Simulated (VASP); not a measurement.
Os:

```
Os
1.0
     2.73410    0.00000    0.00000
    -1.36705    2.36780    0.00000
     0.00000    0.00000    4.31970
Os
2
Cartesian
  1.3671 0.7893 3.2398
  0.0000 1.5785 1.0799
```

Base run:

* Program: VASP 6.6.1
* Functional: b88 exchange, pbe correlation
* Potentials or basis: VASP PAW PBE potentials, release 64 (Os)
* Cutoff: 600 eV
* k mesh: 11 × 11 × 6
* Occupations: fermi-dirac, width 0.05 eV
* Spin: no spin polarisation

Its results: band gap on the k mesh zero (bands 8 and 9 overlap by 3.89 eV); pressure 9.2 GPa.

Problem. The run is repeated on the same cell with these changes: functional from b88 exchange, pbe correlation to BHLYP; cutoff from 600 eV to 520 eV; k mesh from 11 × 11 × 6 to 6 × 6 × 3. What comes out?

Solution. Band gap on the k mesh zero (bands 8 and 9 overlap by 6.84 eV); pressure 2.2 GPa.

Several settings changed at once.

Caveats: some runs use coarse meshes; the PAW data sets were made with another functional, which shifts forces and pressure a little; spin-orbit coupling is left out, which moves the levels of the heavy elements; the cell stands under pressure (at least some runs).
